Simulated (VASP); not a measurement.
# SiNi3 (Pm-3m) in VASP: a series of runs, part 2 of 2

VASP 6.6.1.

### Step 4. Single point, PBE, collinear spin, ferromagnetic start

This run uses another cell than the first one, of 9.67 Å³/atom.

Contents of INCAR:

```
ALGO     = Normal         # electronic algorithm
EDIFF    = 1E-7           # SCF threshold, eV
ENCUT    = 520            # plane-wave cutoff, eV
GGA      = PE             # functional
ISIF     = 2              # what is computed and relaxed
ISMEAR   = -1             # smearing method
ISPIN    = 2              # spin polarisation
LASPH    = True           # aspherical terms in the spheres
LCHARG   = False          # write CHGCAR
LMAXMIX  = 4              # l up to which the mixer works
LORBIT   = 11             # projections on sites
LREAL    = False          # projectors in reciprocal space
LWAVE    = False          # write WAVECAR
MAGMOM   = 1 1 1 0        # initial moments
NBANDS   = 29             # bands
NELM     = 150            # most SCF steps
PREC     = Accurate       # precision mode
SIGMA    = 0.05           # smearing width, eV
```

Contents of KPOINTS:

```
k-points
0
Gamma
  8 8 8
```

Contents of POSCAR:

```
SiNi3
1.0
    3.3816561726      0.0000000000      0.0000000000
    0.0000000000      3.3816561726      0.0000000000
    0.0000000000      0.0000000000      3.3816561726
Ni Si
3 1
Direct
    0.5000000000      0.5000000000      0.0000000000
    0.5000000000      0.0000000000      0.5000000000
    0.0000000000      0.5000000000      0.5000000000
    0.0000000000      0.0000000000      0.0000000000
```

Potentials or basis: VASP PAW PBE potentials, release 64 (Ni, Si).

Launch:

```console
$ cat potpaw_PBE.64/Ni/POTCAR potpaw_PBE.64/Si/POTCAR > POTCAR
$ mpirun -np 1 vasp_std > vasp.out
```

OUTCAR:

```text
EDIFF = 1E-7
   ENCUT = 520
   GGA = PE
   ISIF = 2
   ISMEAR = -1
   ISPIN = 2
   LASPH = True
   LORBIT = 11
   LREAL = False
   NELM = 150
   PREC = Accurate

 ion  position               nearest neighbor table
   1  0.500  0.500  0.000-   2 2.39   3 2.39   4 2.39   2 2.39   3 2.39   2 2.39   4 2.39   2 2.39
                             3 2.39   4 2.39   3 2.39   4 2.39
   2  0.500  0.000  0.500-   1 2.39   3 2.39   4 2.39   1 2.39   4 2.39   1 2.39   3 2.39   1 2.39
                             3 2.39   4 2.39   4 2.39   3 2.39
   3  0.000  0.500  0.500-   1 2.39   2 2.39   4 2.39   1 2.39   4 2.39   2 2.39   4 2.39   4 2.39
                             1 2.39   2 2.39   1 2.39   2 2.39
   4  0.000  0.000  0.000-   1 2.39   2 2.39   3 2.39   2 2.39   3 2.39   1 2.39   3 2.39   3 2.39
                             1 2.39   2 2.39   2 2.39   1 2.39

  LATTYP: Found a simple cubic cell.
 ALAT       =     3.3816561726

  Lattice vectors:

 A1 = (   3.3816561726,   0.0000000000,   0.0000000000)
 A2 = (   0.0000000000,   3.3816561726,   0.0000000000)
[... 1748 lines left out ...]

  FORCE on cell =-STRESS in cart. coord.  units (eV):
  Direction    XX          YY          ZZ          XY          YZ          ZX
  --------------------------------------------------------------------------------------
  -------------------------------------------------------------------------------------
  Total        7.1814552      7.1814552      7.1814552      0.0000000      0.0000000     -0.0000000
  in kB      297.5326921    297.5326921    297.5326921      0.0000000      0.0000000     -0.0000000
  external PRESSURE =     297.5326921 kB  Pullay stress =       0.0000000 kB

 VOLUME and BASIS-vectors are now :
 -----------------------------------------------------------------------------
  energy-cutoff  :      520.00
  volume of cell :       38.67
      direct lattice vectors                 reciprocal lattice vectors
     3.381656173  0.000000000  0.000000000     0.295713091  0.000000000  0.000000000
     0.000000000  3.381656173  0.000000000     0.000000000  0.295713091  0.000000000
     0.000000000  0.000000000  3.381656173     0.000000000  0.000000000  0.295713091

 POSITION                                       TOTAL-FORCE (eV/Angst)
 -----------------------------------------------------------------------------------
      1.69083      1.69083      0.00000         0.000000      0.000000      0.000000
      1.69083      0.00000      1.69083         0.000000      0.000000      0.000000
      0.00000      1.69083      1.69083         0.000000      0.000000      0.000000
      0.00000      0.00000      0.00000         0.000000      0.000000      0.000000
 -----------------------------------------------------------------------------------
    total drift:                                0.000000      0.000000      0.000000

  FREE ENERGIE OF THE ION-ELECTRON SYSTEM (eV)
  ---------------------------------------------------
  free  energy   TOTEN  =       -23.3160362461 eV

  energy  without entropy=      -23.2996792539  energy(sigma->0) =      -23.30785775

 total charge

# of ion       s       p       d       tot
------------------------------------------
    1        0.538   0.694   8.481   9.713
    2        0.538   0.694   8.481   9.713
    3        0.538   0.694   8.481   9.713
    4        0.734   0.891   0.000   1.625
--------------------------------------------------
tot          2.348   2.972  25.442  30.762

 magnetization (x)

# of ion       s       p       d       tot
------------------------------------------
    1       -0.000  -0.000   0.000   0.000
    2       -0.000  -0.000   0.000   0.000
    3       -0.000  -0.000   0.000   0.000
    4       -0.000  -0.000   0.000  -0.000
--------------------------------------------------
tot         -0.000  -0.000   0.000   0.000
```

OSZICAR:

```text
N       E                     dE             d eps       ncg     rms          rms(c)
DAV:   1     0.210910834893E+03    0.21091E+03   -0.14518E+04  4188   0.158E+03
DAV:   2    -0.118713208901E+02   -0.22278E+03   -0.20610E+03  4070   0.310E+02
DAV:   3    -0.266045113348E+02   -0.14733E+02   -0.13890E+02  4560   0.947E+01
DAV:   4    -0.268725906941E+02   -0.26808E+00   -0.26747E+00  4547   0.125E+01
DAV:   5    -0.268799361723E+02   -0.73455E-02   -0.73449E-02  4882   0.184E+00    0.232E+01
DAV:   6    -0.262553310715E+02    0.62461E+00   -0.21779E+01  4937   0.882E+01    0.159E+01
DAV:   7    -0.234335580325E+02    0.28218E+01   -0.79192E+00  4960   0.483E+01    0.507E+00
DAV:   8    -0.233305996162E+02    0.10296E+00   -0.20096E-01  5561   0.458E+00    0.164E+00
DAV:   9    -0.233177891147E+02    0.12811E-01   -0.13354E-02  5992   0.131E+00    0.639E-01
DAV:  10    -0.233164034404E+02    0.13857E-02   -0.10142E-03  4981   0.304E-01    0.319E-01
DAV:  11    -0.233160278434E+02    0.37560E-03   -0.33995E-04  5351   0.306E-01    0.879E-02
DAV:  12    -0.233160442159E+02   -0.16372E-04   -0.94613E-05  5133   0.948E-02    0.423E-02
DAV:  13    -0.233160375152E+02    0.67006E-05   -0.51094E-06  4599   0.241E-02    0.130E-02
DAV:  14    -0.233160363379E+02    0.11773E-05   -0.12854E-06  5153   0.973E-03    0.736E-03
DAV:  15    -0.233160361964E+02    0.14146E-06   -0.22037E-07  3886   0.565E-03    0.295E-03
DAV:  16    -0.233160362461E+02   -0.49711E-07   -0.53248E-08  2476   0.338E-03
   1 F= -.23316036E+02 E0= -.23307858E+02  d E =-.163570E-01  mag=    -0.0000
```

stdout:

```text
POSCAR found type information on POSCAR NiSi
 POSCAR found :  2 types and       4 ions
 scaLAPACK will be used
 LDA part: xc-table for (Slater+PW92), standard interpolation
 POSCAR, INCAR and KPOINTS ok, starting setup
 FFT: planning ... GRIDC
 FFT: planning ... GRID_SOFT
 FFT: planning ... GRID
 WAVECAR not read
 entering main loop
```

Run time: 49 s. Hardware: 1 thread of Intel Xeon Platinum 8488C (Sapphire Rapids), shared host; peak memory 0.2 GiB.

Results:

* Free energy: -23.3160 eV
* Pressure: 29.8 GPa
* Band gap on the k mesh: zero (filled and empty bands overlap)
* Net moment: 0.00 μB per cell
* Valence electrons inside the program's atomic spheres: Ni 9.71; Si 1.62

Caveat: the cell stands under pressure.

### Step 5. Single point, PBE, collinear spin, ferromagnetic start

This run uses another cell than the first one, of 9.97 Å³/atom.

Contents of INCAR:

```
ALGO = Normal
EDIFF = 1E-6
ENCUT = 520
GGA = PE
ISIF = 2
ISMEAR = -1
ISPIN = 2
LASPH = True
LCHARG = False
LMAXMIX = 4
LORBIT = 11
LREAL = False
LWAVE = False
MAGMOM = 1 1 1 0
NBANDS = 29
NELM = 150
PREC = Accurate
SIGMA = 0.05
```

KPOINTS is that of step 4.

Contents of POSCAR:

```
SiNi3
1.0
    3.4164091410      0.0000000000      0.0000000000
    0.0000000000      3.4164091410      0.0000000000
    0.0000000000      0.0000000000      3.4164091410
Ni Si
3 1
Direct
    0.5000000000      0.5000000000      0.0000000000
    0.5000000000      0.0000000000      0.5000000000
    0.0000000000      0.5000000000      0.5000000000
    0.0000000000      0.0000000000      0.0000000000
```

Potentials or basis: VASP PAW PBE potentials, release 64 (Ni, Si).

Launch:

```console
$ cat potpaw_PBE.64/Ni/POTCAR potpaw_PBE.64/Si/POTCAR > POTCAR
$ mpirun -np 1 vasp_std > vasp.out
```

OUTCAR:

```text
EDIFF = 1E-6
   ENCUT = 520
   GGA = PE
   ISIF = 2
   ISMEAR = -1
   ISPIN = 2
   LASPH = True
   LORBIT = 11
   LREAL = False
   NELM = 150
   PREC = Accurate

 ion  position               nearest neighbor table
   1  0.500  0.500  0.000-   2 2.42   3 2.42   4 2.42   2 2.42   3 2.42   2 2.42   4 2.42   2 2.42
                             3 2.42   4 2.42   3 2.42   4 2.42
   2  0.500  0.000  0.500-   1 2.42   3 2.42   4 2.42   1 2.42   4 2.42   1 2.42   3 2.42   1 2.42
                             3 2.42   4 2.42   4 2.42   3 2.42
   3  0.000  0.500  0.500-   1 2.42   2 2.42   4 2.42   1 2.42   4 2.42   2 2.42   4 2.42   4 2.42
                             1 2.42   2 2.42   1 2.42   2 2.42
   4  0.000  0.000  0.000-   1 2.42   2 2.42   3 2.42   2 2.42   3 2.42   1 2.42   3 2.42   3 2.42
                             1 2.42   2 2.42   2 2.42   1 2.42

  LATTYP: Found a simple cubic cell.
 ALAT       =     3.4164091410

  Lattice vectors:

 A1 = (   3.4164091410,   0.0000000000,   0.0000000000)
 A2 = (   0.0000000000,   3.4164091410,   0.0000000000)
 A3 = (   0.0000000000,   0.0000000000,   3.4164091410)

Analysis of symmetry for initial positions (statically):
=====================================================================
 Subroutine PRICEL returns:
 Original cell was already a primitive cell.

 Routine SETGRP: Setting up the symmetry group for a
 simple cubic supercell.

 Subroutine GETGRP returns: Found 48 space group operations
 (whereof 48 operations were pure point group operations)
 out of a pool of 48 trial point group operations.

The static configuration has the point symmetry O_h .

Analysis of symmetry for dynamics (positions and initial velocities):
=====================================================================
 Subroutine PRICEL returns:
 Original cell was already a primitive cell.

 Routine SETGRP: Setting up the symmetry group for a
 simple cubic supercell.

[... 171 lines left out ...]

 E-fermi :  11.8638     XC(G=0): -13.5316

 val. band max:       11.8033699451   @ k =   0.1250   0.1250   0.0000
 cond. band min:      11.8795519162   @ k =   0.5000   0.3750   0.3750
 fundamental gap:      0.0761819711
 Fermi energy:        11.8637832328

 spin component 1

 k-point     1 :       0.0000    0.0000    0.0000
  band No.  band energies     occupation
      1      -0.6929      1.00000
      2       6.4723      1.00000
      3       7.3264      1.00000
      4       7.3264      1.00000
      5       7.8999      1.00000
      6       7.8999      1.00000
[... 757 lines left out ...]
     28      27.4981      0.00000
     29      29.8931      0.00000

 [... further k-points ...]

 spin component 2

 k-point     1 :       0.0000    0.0000    0.0000
  band No.  band energies     occupation
      1      -0.6930      1.00000
      2       6.4724      1.00000
      3       7.3265      1.00000
      4       7.3265      1.00000
      5       7.9003      1.00000
      6       7.9003      1.00000
[... 757 lines left out ...]
     28      27.4982      0.00000
     29      29.8930      0.00000

 [... further k-points ...]

------------------------ aborting loop because EDIFF is reached ----------------------------------------

  FORCE on cell =-STRESS in cart. coord.  units (eV):
  Direction    XX          YY          ZZ          XY          YZ          ZX
  --------------------------------------------------------------------------------------
  -------------------------------------------------------------------------------------
  Total        4.9536769      4.9536769      4.9536769      0.0000000      0.0000000     -0.0000000
  in kB      199.0346256    199.0346256    199.0346256      0.0000000      0.0000000     -0.0000000
  external PRESSURE =     199.0346256 kB  Pullay stress =       0.0000000 kB

 VOLUME and BASIS-vectors are now :
 -----------------------------------------------------------------------------
  energy-cutoff  :      520.00
  volume of cell :       39.88
      direct lattice vectors                 reciprocal lattice vectors
     3.416409141  0.000000000  0.000000000     0.292704989  0.000000000  0.000000000
     0.000000000  3.416409141  0.000000000     0.000000000  0.292704989  0.000000000
     0.000000000  0.000000000  3.416409141     0.000000000  0.000000000  0.292704989

 POSITION                                       TOTAL-FORCE (eV/Angst)
 -----------------------------------------------------------------------------------
      1.70820      1.70820      0.00000         0.000000      0.000000      0.000000
      1.70820      0.00000      1.70820         0.000000      0.000000      0.000000
      0.00000      1.70820      1.70820         0.000000      0.000000      0.000000
      0.00000      0.00000      0.00000         0.000000      0.000000      0.000000
 -----------------------------------------------------------------------------------
    total drift:                                0.000000      0.000000      0.000000

  FREE ENERGIE OF THE ION-ELECTRON SYSTEM (eV)
  ---------------------------------------------------
  free  energy   TOTEN  =       -23.5015979624 eV

  energy  without entropy=      -23.4847171552  energy(sigma->0) =      -23.49315756

 total charge

# of ion       s       p       d       tot
------------------------------------------
    1        0.522   0.656   8.459   9.637
    2        0.522   0.656   8.459   9.637
    3        0.522   0.656   8.459   9.637
    4        0.732   0.870   0.000   1.602
--------------------------------------------------
tot          2.298   2.840  25.376  30.514

 magnetization (x)

# of ion       s       p       d       tot
------------------------------------------
    1       -0.000  -0.000   0.000   0.000
    2       -0.000  -0.000   0.000   0.000
    3       -0.000  -0.000   0.000   0.000
    4       -0.000  -0.000   0.000  -0.000
--------------------------------------------------
tot         -0.000  -0.000   0.001   0.001
```

OSZICAR:

```text
N       E                     dE             d eps       ncg     rms          rms(c)
DAV:   1     0.208572930494E+03    0.20857E+03   -0.14546E+04  4228   0.157E+03
DAV:   2    -0.122172986756E+02   -0.22079E+03   -0.20416E+03  4060   0.306E+02
DAV:   3    -0.267818182286E+02   -0.14565E+02   -0.13781E+02  4598   0.938E+01
DAV:   4    -0.270442087142E+02   -0.26239E+00   -0.26184E+00  4555   0.124E+01
DAV:   5    -0.270514121084E+02   -0.72034E-02   -0.72028E-02  5011   0.181E+00    0.223E+01
DAV:   6    -0.266605829924E+02    0.39083E+00   -0.22794E+01  4911   0.892E+01    0.165E+01
DAV:   7    -0.236054165845E+02    0.30552E+01   -0.83637E+00  4952   0.491E+01    0.469E+00
DAV:   8    -0.235162996984E+02    0.89117E-01   -0.20873E-01  5352   0.434E+00    0.160E+00
DAV:   9    -0.235034926461E+02    0.12807E-01   -0.13468E-02  5974   0.133E+00    0.636E-01
DAV:  10    -0.235020248392E+02    0.14678E-02   -0.10312E-03  5044   0.303E-01    0.321E-01
DAV:  11    -0.235015828693E+02    0.44197E-03   -0.33222E-04  5360   0.303E-01    0.877E-02
DAV:  12    -0.235016071250E+02   -0.24256E-04   -0.10099E-04  5185   0.100E-01    0.418E-02
DAV:  13    -0.235016008506E+02    0.62745E-05   -0.58067E-06  4588   0.243E-02    0.157E-02
DAV:  14    -0.235015980978E+02    0.27528E-05   -0.11470E-06  3726   0.997E-03    0.809E-03
DAV:  15    -0.235015979624E+02    0.13541E-06   -0.44861E-07  2400   0.790E-03
   1 F= -.23501598E+02 E0= -.23493158E+02  d E =-.168808E-01  mag=     0.0002
```

stdout:

```text
POSCAR found type information on POSCAR NiSi
 POSCAR found :  2 types and       4 ions
 scaLAPACK will be used
 LDA part: xc-table for (Slater+PW92), standard interpolation
 POSCAR, INCAR and KPOINTS ok, starting setup
 FFT: planning ... GRIDC
 FFT: planning ... GRID_SOFT
 FFT: planning ... GRID
 WAVECAR not read
 entering main loop
```

Wall time 46 s (1 thread of Intel Xeon Platinum 8488C (Sapphire Rapids), shared host); peak memory 0.2 GiB.

What came out:

- Free energy: -23.5016 eV
- Pressure: 19.9 GPa
- Band gap on the k mesh: zero (filled and empty bands overlap)
- Net moment: 0.00 μB per cell
- Valence electrons inside the program's atomic spheres: Ni 9.64; Si 1.60

Caveat: the cell stands under pressure.

### Step 6. Single point, PBE, collinear spin, ferromagnetic start

This run uses another cell than the first one, of 10.33 Å³/atom.

Contents of INCAR:

```
  ALGO = Fast
  EDIFF = 1E-6
  ENCUT = 520
  GGA = PE
  ISIF = 2
  ISMEAR = -1
  ISPIN = 2
  LASPH = T
  LCHARG = T
  LELF = T
  LMAXMIX = 4
  LORBIT = 11
  LREAL = F
  LVHAR = T
  LWAVE = F
  MAGMOM = 1 1 1 0
  NBANDS = 29
  NELM = 150
  PREC = Accurate
  SIGMA = 0.05
```

KPOINTS is that of step 5.

Contents of POSCAR:

```
SiNi3
1.0
    3.4570836055      0.0000000000      0.0000000000
    0.0000000000      3.4570836055      0.0000000000
    0.0000000000      0.0000000000      3.4570836055
Ni Si
3 1
Direct
    0.5000000000      0.5000000000      0.0000000000
    0.5000000000      0.0000000000      0.5000000000
    0.0000000000      0.5000000000      0.5000000000
    0.0000000000      0.0000000000      0.0000000000
```

Potentials or basis: VASP PAW PBE potentials, release 64 (Ni, Si).

Launch:

```console
$ cat potpaw_PBE.64/Ni/POTCAR potpaw_PBE.64/Si/POTCAR > POTCAR
$ mpirun -np 1 vasp_std > vasp.out
```

It took 55 s on 1 thread of Intel Xeon Platinum 8488C (Sapphire Rapids), shared host; peak memory 0.2 GiB.

Results (log left out):

```
Free energy                                           : -23.6343 eV
Pressure                                              : 9.9 GPa
Band gap on the k mesh                                : zero (filled and empty bands overlap)
Net moment                                            : 0.00 μB per cell
Valence electrons inside the program's atomic spheres : Ni 9.55; Si 1.58
```

Levels at points of the mesh, in eV from the Fermi level:
Spin up:
```
           k point  band 14  band 15  band 16  band 17  band 18  band 19  band 20  band 21
(0.00, 0.00, 0.00)    -0.66    -0.66    -0.31     0.04     0.04     0.04     5.23     6.53
(0.50, 0.00, 0.00)    -1.38    -1.22    -0.59     0.04     3.77     3.77     5.37     5.37
(0.50, 0.50, 0.00)    -1.52    -1.18    -1.08    -1.01     0.69     0.69     5.85     6.55
(0.50, 0.50, 0.50)    -1.32    -1.32    -0.48    -0.22    -0.22    -0.22     1.39     4.21
```
Spin down:
| k point | band 15 | band 16 | band 17 | band 18 | band 19 | band 20 |
| --- | --- | --- | --- | --- | --- | --- |
| (0.00, 0.00, 0.00) | -0.66 | -0.31 | 0.04 | 0.04 | 0.04 | 5.23 |
| (0.50, 0.00, 0.00) | -1.22 | -0.59 | 0.04 | 3.77 | 3.77 | 5.37 |
| (0.50, 0.50, 0.00) | -1.18 | -1.08 | -1.01 | 0.69 | 0.69 | 5.85 |
| (0.50, 0.50, 0.50) | -1.32 | -0.48 | -0.22 | -0.22 | -0.22 | 1.39 |

Caveat: the cell stands under pressure.

### Step 7. Summary

| fixed moment (μB) | cell | k mesh | gap on the mesh (eV) | pressure (GPa) | moment (μB) |
| --- | --- | --- | --- | --- | --- |
| 4.5 | a = 3.542 Å, 4 atoms | 6 × 6 × 6 | - | 12.3 | 4.50 |
| 6.0 | a = 3.542 Å, 4 atoms | 6 × 6 × 6 | - | 25.1 | 6.00 |
| - | a = 3.382 Å, 4 atoms | 8 × 8 × 8 | none | 29.8 | 0.00 |
| - | a = 3.416 Å, 4 atoms | 8 × 8 × 8 | none | 19.9 | 0.00 |
| - | a = 3.457 Å, 4 atoms | 8 × 8 × 8 | none | 9.9 | 0.00 |

Alike in all rows: task single point; level PBE; potentials or basis VASP PAW PBE potentials, release 64 (Ni, Si); spin collinear, ferromagnetic start; cutoff (eV) 520; smearing fermi-dirac 0.05 eV.

Caveats: the cell stands under pressure; the total moment is fixed, so each spin has its own Fermi level (at least some runs).

Total energies depend on the potentials used, so only differences within one code and one set of settings carry meaning.
